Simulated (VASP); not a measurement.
# W (Fm-3m) in VASP: a series of runs

Runs on W. Level: PBEsol. Tasks: single point, relaxation of volume and atoms at fixed shape.

All numbers are computed with VASP 6.6.1; they aren't measurements. Logs are shortened: lines on timing, memory, paths and dates and some standing lists are left out, and cuts for length are marked.

**1. The cell of the first run**

Symmetry: Fm-3m, No. 225, cubic system. The conventional cell has a = 3.998 Å, b = 3.998 Å, c = 3.998 Å, α = 90.00°, β = 90.00°, γ = 90.00°. W (site symmetry m-3m) has 12 W at 2.83 Å within 3.7 Å.

This isn't the form of W at room conditions, which is bcc.

**2. Single point, PBEsol**

The input, INCAR:

```
PREC     = Accurate       # precision mode
ENCUT    = 500            # plane-wave cutoff, eV
EDIFF    = 1E-6           # SCF threshold, eV
ISMEAR   = -1             # smearing method
SIGMA    = 0.05           # smearing width, eV
LREAL    = F              # projectors in reciprocal space
LASPH    = T              # aspherical terms in the spheres
NELM     = 120            # most SCF steps
ALGO     = Normal         # electronic algorithm
ISIF     = 2              # what is computed and relaxed
LWAVE    = F              # write WAVECAR
LCHARG   = F              # write CHGCAR
GGA      = PS             # functional
NBANDS   = 13             # bands
GGA_COMPAT= F
```

The input, KPOINTS:

```
Automatic mesh
0
Gamma
  18 18 18
```

The input, POSCAR:

```
W
1.0
    0.0000000000      1.9990931818      1.9990931818
    1.9990931818      0.0000000000      1.9990931818
    1.9990931818      1.9990931818      0.0000000000
W
1
Direct
    0.0000000000      0.0000000000      0.0000000000
```

Potentials or basis: VASP PAW PBE potentials, release 64 (W_sv).

On the command line:

```sh
$ cat potpaw_PBE.64/W_sv/POTCAR > POTCAR
$ mpirun -np 1 vasp_std > vasp.out
```

OUTCAR:

```text
PREC = Accurate
   ENCUT = 500
   EDIFF = 1E-6
   ISMEAR = -1
   LREAL = F
   LASPH = T
   NELM = 120
   ISIF = 2
   GGA = PS

 ion  position               nearest neighbor table
   1  0.000  0.000  0.000-

  LATTYP: Found a face centered cubic cell.
 ALAT       =     3.9981863636

  Lattice vectors:

 A1 = (   0.0000000000,   1.9990931818,   1.9990931818)
 A2 = (   1.9990931818,   0.0000000000,   1.9990931818)
 A3 = (   1.9990931818,   1.9990931818,   0.0000000000)

Analysis of symmetry for initial positions (statically):
=====================================================================
 Subroutine PRICEL returns:
 Original cell was already a primitive cell.

 Routine SETGRP: Setting up the symmetry group for a
 face centered cubic supercell.

 Subroutine GETGRP returns: Found 48 space group operations
 (whereof 48 operations were pure point group operations)
 out of a pool of 48 trial point group operations.

The static configuration has the point symmetry O_h .

Analysis of symmetry for dynamics (positions and initial velocities):
=====================================================================
 Subroutine PRICEL returns:
 Original cell was already a primitive cell.

 Routine SETGRP: Setting up the symmetry group for a
 face centered cubic supercell.

 Subroutine GETGRP returns: Found 48 space group operations
 (whereof 48 operations were pure point group operations)
 out of a pool of 48 trial point group operations.

The dynamic configuration has the point symmetry O_h .

 Subroutine INISYM returns: Found 48 space group operations
 (whereof 48 operations are pure point group operations),
 and found     1 'primitive' translations

----------------------------------------------------------------------------------------

                                     Primitive cell

  volume of cell :      15.9782

  direct lattice vectors                    reciprocal lattice vectors
     0.000000000  1.999093182  1.999093182    -0.250113404  0.250113404  0.250113404
     1.999093182  0.000000000  1.999093182     0.250113404 -0.250113404  0.250113404
     1.999093182  1.999093182  0.000000000     0.250113404  0.250113404 -0.250113404

  length of vectors
     2.827144690  2.827144690  2.827144690     0.433209123  0.433209123  0.433209123

  position of ions in fractional coordinates (direct lattice)
[... 76 lines left out ...]
   NELM   =    120;   NELMIN=  2; NELMDL= -5     # of ELM steps
   EDIFF  = 0.1E-05   stopping-criterion for ELM
   LREAL  =      F    real-space projection
   EDIFFG = 0.1E-04   stopping-criterion for IOM
   NSW    =      0    number of steps for IOM
   IBRION =     -1    ionic relax: 0-MD 1-quasi-New 2-CG
   NFREE  =      0    steps in history (QN), initial steepest desc. (CG)
   ISIF   =      2    stress and relaxation
   ISYM   =      2    0-nonsym 1-usesym 2-fastsym
   POTIM  = 0.5000    time-step for ionic-motion
   TEBEG  =    0.0;   TEEND  =   0.0 temperature during run
   PSTRESS=    0.0 pullay stress
   NELECT =      14.0000    total number of electrons
   NUPDOWN=      -1.0000    fix difference up-down
   EMIN   =  10.00;   EMAX   =-10.00  energy-range for DOS
   EFERMI =   0.00;   METHOD = LEGACY
   ISMEAR =    -1;   SIGMA  =   0.05  broadening in eV -4-tet -1-fermi 0-gaus
   EFERMI_NEDOS =   21; number of points for ismear=-14 and -15
   IALGO  =     38    algorithm
   IMIX   =      4    mixing-type and parameters
     AMIX     =   0.40;   BMIX     =  1.00
     AMIX_MAG =   1.60;   BMIX_MAG =  1.00
  volume/ion in A,a.u.               =      15.98       107.83
  Fermi-wavevector in a.u.,A,eV,Ry     =   1.566539  2.960329 33.389291  2.454044
  Thomas-Fermi vector in A             =   2.668852
   LORBIT       =      0    0 simple, 1 ext, 2 COOP (PROOUT), +10 PAW based schemes
   GGA     = PS    functional components
   LHFCALC =     F    Hartree Fock is set to
   AEXX    =    0.0000 exact exchange contribution
   IVDW    =     0    specifies the selected vdW correction
   LEPSILON=     F    determine dielectric tensor
   LRPA    =     F    only Hartree local field effects (RPA)
 non-spin polarized calculation
  energy-cutoff  :      500.00
  volume of cell :       15.98
 maximum number of plane-waves:       419
 NGX is ok and might be reduce to    24
   NGX = 11   NGY = 11   NGZ = 11

 number of electron      14.0000000 magnetization

 Free energy of the ion-electron system (eV)
  ---------------------------------------------------
  ext. energy  EPLUGINS =         0.00000000
  ---------------------------------------------------
  free energy    TOTEN  =       -13.31519287 eV

  energy without entropy =      -13.30481312  energy(sigma->0) =      -13.31000299

 E-fermi :  10.6756     XC(G=0): -13.7063

 val. band max:       10.6755161634   @ k =  -0.4444   0.3333   0.0000
 cond. band min:      10.6780450543   @ k =   0.5000   0.1111   0.0000
 fundamental gap:      0.0025288909
 Fermi energy:        10.6756267409

 k-point     1 :       0.0000    0.0000    0.0000
  band No.  band energies     occupation
      1     -62.8927      2.00000
      2     -26.4830      2.00000
      3     -26.4830      2.00000
      4     -26.4830      2.00000
      5       1.5425      2.00000
      6      10.0919      1.99998
      7      10.0919      1.99998
      8      10.0919      1.99998
      9      13.3301      0.00000
     10      13.3301      0.00000
     11      23.5482      0.00000
     12      28.8622      0.00000
     13      28.8622      0.00000
[... 354 lines left out ...]
  band No.  band energies     occupation
      1     -62.8338      2.00000
      2     -27.1038      2.00000
      3     -26.6056      2.00000
      4     -26.5495      2.00000
      5       3.8130      2.00000
      6       8.9771      2.00000
      7      10.5128      1.92582
      8      10.6654      1.10223
      9      12.8206      0.00000
     10      13.8964      0.00000
     11      24.2381      0.00000
     12      27.8211      0.00000
     13      32.0830      0.00000

 [... further k-points ...]
[... 5 lines left out ...]
  --------------------------------------------------------------------------------------
  -------------------------------------------------------------------------------------
  Total        0.0655431      0.0655431      0.0655431      0.0000000      0.0000000      0.0000000
  in kB        6.5721676      6.5721676      6.5721676      0.0000000      0.0000000      0.0000000
  external PRESSURE =       6.5721676 kB  Pullay stress =       0.0000000 kB

 VOLUME and BASIS-vectors are now :
 -----------------------------------------------------------------------------
  energy-cutoff  :      500.00
  volume of cell :       15.98
      direct lattice vectors                 reciprocal lattice vectors
     0.000000000  1.999093182  1.999093182    -0.250113404  0.250113404  0.250113404
     1.999093182  0.000000000  1.999093182     0.250113404 -0.250113404  0.250113404
     1.999093182  1.999093182  0.000000000     0.250113404  0.250113404 -0.250113404

 POSITION                                       TOTAL-FORCE (eV/Angst)
 -----------------------------------------------------------------------------------
      0.00000      0.00000      0.00000         0.000000      0.000000      0.000000
 -----------------------------------------------------------------------------------
    total drift:                               -0.000000      0.000000     -0.000000

  FREE ENERGIE OF THE ION-ELECTRON SYSTEM (eV)
  ---------------------------------------------------
  free  energy   TOTEN  =       -13.3151928669 eV

  energy  without entropy=      -13.3048131179  energy(sigma->0) =      -13.31000299
```

Run time: 24 s. Hardware: 1 thread of AMD EPYC 9R45 (Zen 5), shared host; peak memory 0.14 GiB.

Results:

* Free energy: -13.3152 eV
* Pressure: 0.7 GPa
* Band gap on the k mesh: zero (bands 7 and 8 overlap by 3.81 eV)

Levels at points of the mesh, in eV from the Fermi level:
```csv
k point,band 5,band 6,band 7,band 8,band 9,band 10
"(0.00, 0.00, 0.00)",-9.13,-0.58,-0.58,-0.58,2.65,2.65
"(0.50, 0.00, 0.00)",-5.75,-0.83,-0.83,0.75,5.25,5.25
"(0.50, 0.50, 0.00)",-5.68,-4.68,3.23,5.21,6.02,6.02
```

Caveat: the PAW data sets were made with another functional, which shifts forces and pressure a little; spin-orbit coupling is left out, which moves the levels of the heavy elements.

**3. Relaxation of volume and atoms at fixed shape, PBEsol**

This run uses another cell than the first one, of 16.73 Å³/atom.

The input, INCAR:

```
PREC = Accurate
ENCUT = 500
EDIFF = 1E-7
ISMEAR = -1
SIGMA = 0.05
LREAL = False
LASPH = True
NELM = 120
ALGO = Normal
ISIF = 8
LWAVE = False
LCHARG = False
GGA = PS
IBRION = 2
NSW = 80
EDIFFG = -0.02
GGA_COMPAT = False
NELMIN = 4
```

KPOINTS is that of step 2.

The input, POSCAR:

```
W
1.0
    0.0000000000      2.0300000000      2.0300000000
    2.0300000000      0.0000000000      2.0300000000
    2.0300000000      2.0300000000      0.0000000000
W
1
Direct
    0.0000000000      0.0000000000      0.0000000000
```

Potentials or basis: VASP PAW PBE potentials, release 64 (W_sv).

On the command line:

```sh
$ cat potpaw_PBE.64/W_sv/POTCAR > POTCAR
$ mpirun -np 1 vasp_std > vasp.out
```

Run time: 71 s. Hardware: 1 thread of AMD EPYC 9R45 (Zen 5), shared host; peak memory 0.14 GiB.

Results (log left out):

| Property | Result |
| --- | --- |
| Free energy | -13.3157 eV |
| Relaxed volume | 16.02 Å³/atom |
| Relaxed cell | a = 2.830 Å, b = 2.830 Å, c = 2.830 Å, α = 60.00°, β = 60.00°, γ = 60.00° |
| Space group after relaxing (to 0.1 Å) | Fm-3m (No. 225) |
| Energy gained by relaxing | 28.2 meV/atom |
| Ionic steps | 4 |
| Pressure after relaxing | -0.1 GPa |
| Band gap on the k mesh | zero (bands 7 and 8 overlap by 3.80 eV) |

The path:
```
step  energy change (eV)  largest force (eV/Å)  pressure (GPa)  volume (Å³)
   1              0.0000                0.0000          -12.16        16.73
   2              0.3273                0.0000           58.90        13.84
   3             -0.0281                0.0000           -0.90        16.06
   4             -0.0282                0.0000           -0.14        16.02
```

Final structure:
```
W
1.0
     0.00000    2.00086    2.00086
     2.00086    0.00000    2.00086
     2.00086    2.00086    0.00000
W
1
Cartesian
  0.0000 0.0000 0.0000
```

Levels at points of the mesh, in eV from the Fermi level:
```tsv
k point	band 4	band 5	band 6	band 7	band 8	band 9	band 10	band 11
(0.00, 0.00, 0.00)	-37.17	-9.12	-0.58	-0.58	-0.58	2.65	2.65	12.87
(0.50, 0.00, 0.00)	-37.33	-5.73	-0.82	-0.82	0.74	5.23	5.23	10.65
(0.50, 0.50, 0.00)	-37.62	-5.66	-4.66	3.22	5.19	6.00	6.00	11.96
```

Caveat: the PAW data sets were made with another functional, which shifts forces and pressure a little; spin-orbit coupling is left out, which moves the levels of the heavy elements.
